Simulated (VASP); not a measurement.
# KI (Immm) in VASP: a series of runs, part 2 of 2

VASP 6.6.1. The steps go on from the part before.

## (4) Single point, HSE06 (shear xy strain -5.3%)

POSCAR

```
KI
1.0
   -0.0937463197      3.5442842980      3.5442842980
    3.5442842980     -0.0937463197      3.5442842980
    3.4505379783      3.4505379783      0.0000000000
K I
1 1
Direct
    0.0000000000      0.0000000000      0.0000000000
    0.5000000000      0.5000000000      0.5000000000
```

INCAR.step1

```
PREC = Accurate ; ENCUT = 520
EDIFF = 1E-5 ; ISMEAR = 0
SIGMA = 0.01 ; LREAL = F
LASPH = T ; NELM = 100
ALGO = Normal ; ISIF = 2
LWAVE = T ; LCHARG = F
GGA = PE ; NBANDS = 15
```

INCAR.step2

```
PREC = Accurate ; ENCUT = 520
EDIFF = 1E-6 ; ISMEAR = 0
SIGMA = 0.01 ; LREAL = F
LASPH = T ; NELM = 100
ALGO = Normal ; ISIF = 2
LWAVE = F ; LCHARG = F
GGA = PE ; LHFCALC = T
HFSCREEN = 0.2079 ; PRECFOCK = Normal
ISTART = 1 ; NBANDS = 15
```

KPOINTS

```
Automatic mesh
0
Gamma
  4 4 4
```

Potentials or basis: VASP PAW PBE potentials, release 64 (K_sv, I).

On the command line:

```sh
$ cat potpaw_PBE.64/K_sv/POTCAR potpaw_PBE.64/I/POTCAR > POTCAR
$ cp INCAR.step1 INCAR
$ mpirun -np 1 vasp_std > vasp.out
$ cp INCAR.step2 INCAR
$ mpirun -np 1 vasp_std > vasp.out
```

OUTCAR:

```text
PREC = Accurate
   ENCUT = 520
   EDIFF = 1E-6
   ISMEAR = 0
   LREAL = F
   LASPH = T
   NELM = 100
   ISIF = 2
   GGA = PE
   LHFCALC = T
   HFSCREEN = 0.2079
   PRECFOCK = Normal
   ISTART = 1

 ion  position               nearest neighbor table
   1  0.000  0.000  0.000-   2 3.54   2 3.54   2 3.55   2 3.55   2 3.55   2 3.55
   2  0.500  0.500  0.500-   1 3.54   1 3.54   1 3.55   1 3.55   1 3.55   1 3.55

  LATTYP: Found a body centered orthorhombic cell.
 ALAT       =     4.8797976064
 B/A-ratio  =     1.0543372195
 C/A-ratio  =     1.4526357787

  Lattice vectors:

 A1 = (   0.0937463197,  -3.5442842980,  -3.5442842980)
 A2 = (  -0.0937463197,   3.5442842980,  -3.5442842980)
 A3 = (   3.5442842980,  -0.0937463197,   3.5442842980)

Analysis of symmetry for initial positions (statically):
=====================================================================
 Subroutine PRICEL returns:
 Original cell was already a primitive cell.

 Routine SETGRP: Setting up the symmetry group for a
 body centered orthorhombic supercell.

 Subroutine GETGRP returns: Found  8 space group operations
 (whereof  8 operations were pure point group operations)
 out of a pool of  8 trial point group operations.

The static configuration has the point symmetry D_2h.

Analysis of symmetry for dynamics (positions and initial velocities):
=====================================================================
 Subroutine PRICEL returns:
 Original cell was already a primitive cell.

 Routine SETGRP: Setting up the symmetry group for a
 body centered orthorhombic supercell.

 Subroutine GETGRP returns: Found  8 space group operations
 (whereof  8 operations were pure point group operations)
 out of a pool of  8 trial point group operations.

The dynamic configuration has the point symmetry D_2h.

 Subroutine INISYM returns: Found  8 space group operations
 (whereof  8 operations are pure point group operations),
 and found     1 'primitive' translations

----------------------------------------------------------------------------------------

                                     Primitive cell

  volume of cell :      88.9840

  direct lattice vectors                    reciprocal lattice vectors
    -0.093746320  3.544284298  3.544284298    -0.137436996  0.137436996  0.141072205
     3.544284298 -0.093746320  3.544284298     0.137436996 -0.137436996  0.141072205
     3.450537978  3.450537978  0.000000000     0.144904940  0.144904940 -0.141072205

  length of vectors
     5.013251514  5.013251514  4.879797606     0.240164991  0.240164991  0.248789571

  position of ions in fractional coordinates (direct lattice)
     0.000000000  0.000000000  0.000000000
     0.500000000  0.500000000  0.500000000

  ion indices of the primitive-cell ions
   primitive index   ion index
                 1           1
                 2           2

----------------------------------------------------------------------------------------

 KPOINTS: Automatic mesh

Automatic generation of k-mesh.
 Grid dimensions read from file:
 generate k-points for:    4    4    4

[... 45 lines left out ...]
   NGXF,Y,Z  is equivalent  to a cutoff of  26.53, 26.53, 24.53 a.u.
 SYSTEM =  unknown system
   PREC   = accura    normal or accurate (medium, high low for compatibility)
   ISTART =      1    job   : 0-new  1-cont  2-samecut
   ICHARG =      0    charge: 1-file 2-atom 10-const
   ISPIN  =      1    spin polarized calculation?
   LNONCOLLINEAR =      F non collinear calculations
   LSORBIT =      F    spin-orbit coupling
   LASPH  =      T    aspherical Exc in radial PAW
   ENCUT  =  520.0 eV  38.22 Ry    6.18 a.u.   9.32  9.32  9.07*2*pi/ulx,y,z
   NELM   =    100;   NELMIN=  2; NELMDL=  0     # of ELM steps
   EDIFF  = 0.1E-05   stopping-criterion for ELM
   LREAL  =      F    real-space projection
   EDIFFG = 0.1E-04   stopping-criterion for IOM
   NSW    =      0    number of steps for IOM
   IBRION =     -1    ionic relax: 0-MD 1-quasi-New 2-CG
   NFREE  =      0    steps in history (QN), initial steepest desc. (CG)
   ISIF   =      2    stress and relaxation
   ISYM   =      3    0-nonsym 1-usesym 2-fastsym
   POTIM  = 0.5000    time-step for ionic-motion
   TEBEG  =    0.0;   TEEND  =   0.0 temperature during run
   PSTRESS=    0.0 pullay stress
   NELECT =      16.0000    total number of electrons
   NUPDOWN=      -1.0000    fix difference up-down
   EMIN   =  10.00;   EMAX   =-10.00  energy-range for DOS
   EFERMI =   0.00;   METHOD = LEGACY
   ISMEAR =     0;   SIGMA  =   0.01  broadening in eV -4-tet -1-fermi 0-gaus
   EFERMI_NEDOS =   21; number of points for ismear=-14 and -15
   IALGO  =     38    algorithm
   IMIX   =      1    mixing-type and parameters
     AMIX     =   0.40;   BMIX     =  1.00
     AMIX_MAG =   1.60;   BMIX_MAG =  1.00
  volume/ion in A,a.u.               =      44.49       300.25
  Fermi-wavevector in a.u.,A,eV,Ry     =   0.924012  1.746129 11.616628  0.853798
  Thomas-Fermi vector in A             =   2.049711
   LORBIT       =      0    0 simple, 1 ext, 2 COOP (PROOUT), +10 PAW based schemes
   GGA     = PE    functional components
   LHFCALC =     T    Hartree Fock is set to
   PRECFOCK=normal    Normal, Fast or Accurate (Low or Medium for compatibility)
   ENCUT4O =  -1.0   cutoff for four orbital integrals eV
   NKREDX  =     1    reduce k-point grid by
   NKREDY  =     1    reduce k-point grid by
   NKREDZ  =     1    reduce k-point grid by
   AEXX    =    0.2500 exact exchange contribution
   HFSCREEN=    0.2079 screening length (either q_TF or 0.3 A-1)
   HFSCREENC=   0.2079 screening length for correlation (either q_TF or 0.3 A-1)
   ENCUTFOCK=  -1.0 apply spherical cutoff to Coloumb kernel
   IVDW    =     0    specifies the selected vdW correction
   LEPSILON=     F    determine dielectric tensor
   LRPA    =     F    only Hartree local field effects (RPA)
 non-spin polarized calculation
 Gauss-broadening in eV      SIGMA  =   0.01
  energy-cutoff  :      520.00
  volume of cell :       88.98
 maximum number of plane-waves:      2417
 NGX is ok and might be reduce to    40
  NGX = 28; NGY = 28; NGZ = 28

 number of electron      16.0000000 magnetization

 Free energy of the ion-electron system (eV)
  ---------------------------------------------------
  ext. energy  EPLUGINS =         0.00000000
  ---------------------------------------------------
  free energy    TOTEN  =        -6.39917780 eV

  energy without entropy =       -6.39917780  energy(sigma->0) =       -6.39917780

 E-fermi :  -1.0633     XC(G=0):  -6.0152

 val. band max:       -1.1112964843   @ k =   0.0000   0.0000   0.0000
 cond. band min:       3.7351378537   @ k =   0.0000   0.0000   0.0000
 fundamental gap:      4.8464343380
 Fermi energy:        -1.0633023528

 k-point     1 :       0.0000    0.0000    0.0000
  band No.  band energies     occupation
      1     -32.0392      2.00000
      2     -14.1736      2.00000
      3     -14.1708      2.00000
      4     -14.1680      2.00000
      5     -12.5642      2.00000
      6      -1.2531      2.00000
      7      -1.1907      2.00000
      8      -1.1113      2.00000
      9       3.7351      0.00000
     10       6.2522      0.00000
     11       6.4672      0.00000
     12       6.6725      0.00000
     13       7.2867      0.00000
     14       7.3050      0.00000
[... 293 lines left out ...]
      2     -14.2220      2.00000
      3     -14.2119      2.00000
      4     -14.1939      2.00000
      5     -12.3370      2.00000
      6      -1.9920      2.00000
      7      -1.9148      2.00000
      8      -1.8002      2.00000
      9       6.3105      0.00000
     10       6.3745      0.00000
     11       6.5310      0.00000
     12       8.1845      0.00000
     13       8.9034      0.00000
     14      10.0319      0.00000
     15      10.3253      0.00000

------------------------ aborting loop because EDIFF is reached ----------------------------------------

  FORCE on cell =-STRESS in cart. coord.  units (eV):
  Direction    XX          YY          ZZ          XY          YZ          ZX
  --------------------------------------------------------------------------------------
  -------------------------------------------------------------------------------------
  Total        0.1606738      0.1606738      0.1521233      0.1139800      0.0000000      0.0000000
  in kB        2.8929705      2.8929705      2.7390159      2.0522378      0.0000000      0.0000000
  external PRESSURE =       2.8416523 kB  Pullay stress =       0.0000000 kB

 VOLUME and BASIS-vectors are now :
 -----------------------------------------------------------------------------
  energy-cutoff  :      520.00
  volume of cell :       88.98
      direct lattice vectors                 reciprocal lattice vectors
    -0.093746320  3.544284298  3.544284298    -0.137436996  0.137436996  0.141072205
     3.544284298 -0.093746320  3.544284298     0.137436996 -0.137436996  0.141072205
     3.450537978  3.450537978  0.000000000     0.144904940  0.144904940 -0.141072205

 POSITION                                       TOTAL-FORCE (eV/Angst)
 -----------------------------------------------------------------------------------
      0.00000      0.00000      0.00000        -0.000000      0.000000      0.000000
      3.45054      3.45054      3.54428         0.000000      0.000000     -0.000000
 -----------------------------------------------------------------------------------
    total drift:                                0.000002     -0.000003      0.000001

  FREE ENERGIE OF THE ION-ELECTRON SYSTEM (eV)
  ---------------------------------------------------
  free  energy   TOTEN  =        -6.3991778017 eV

  energy  without entropy=       -6.3991778017  energy(sigma->0) =       -6.39917780
```

OUTCAR.step1:

```text
PREC = Accurate
   ENCUT = 520
   EDIFF = 1E-5
   ISMEAR = 0
   LREAL = F
   LASPH = T
[... 538 lines left out ...]
 -----------------------------------------------------------------------------------
      0.00000      0.00000      0.00000         0.000000      0.000000     -0.000000
      3.45054      3.45054      3.54428        -0.000000     -0.000000      0.000000
 -----------------------------------------------------------------------------------
    total drift:                                0.000000     -0.000000     -0.000000

  FREE ENERGIE OF THE ION-ELECTRON SYSTEM (eV)
  ---------------------------------------------------
  free  energy   TOTEN  =        -5.5555416043 eV

  energy  without entropy=       -5.5555416043  energy(sigma->0) =       -5.55554160
```

Run time: 21 min. Hardware: 1 thread of AMD EPYC 7R13 (Zen 3), shared host; peak memory 0.33 GiB.

Results:

| Item | Value |
| --- | --- |
| Free energy | -6.3992 eV |
| Pressure | 0.3 GPa |
| Band gap on the k mesh | 4.85 eV, direct |

Stress tensor (GPa, compression positive):
```
0.29 0.21 0.00
0.21 0.29 0.00
0.00 0.00 0.27
```

Caveat: the cell differs from its parent crystal (shear xy strain -5.3%); the PAW data sets were made with another functional, which shifts forces and pressure a little; spin-orbit coupling is left out, which moves the levels of the heavy elements.

## (5) Summary

| level | k mesh | smearing | grid for exact exchange (PRECFOCK) | screening parameter | gap on the mesh (eV) | pressure (GPa) |
| --- | --- | --- | --- | --- | --- | --- |
| PBE | 6 × 6 × 6 | fermi-dirac 0.02 eV | - | - | 3.86 | 0.5 |
| r2SCAN | 6 × 6 × 6 | gaussian 0.01 eV | - | - | 4.50 | 0.0 |
| HSE06 | 4 × 4 × 4 | gaussian 0.01 eV | Normal | 0.2079 1/Å | 4.85 | 0.3 |

Alike in all rows: task single point; potentials or basis VASP PAW PBE potentials, release 64 (K_sv, I); no spin polarisation; cell as given; cutoff (eV) 520.

Caveats: spin-orbit coupling is left out, which moves the levels of the heavy elements; the PAW data sets were made with another functional, which shifts forces and pressure a little (some runs).

Total energies depend on the potentials used, so only differences within one code and one set of settings carry meaning.
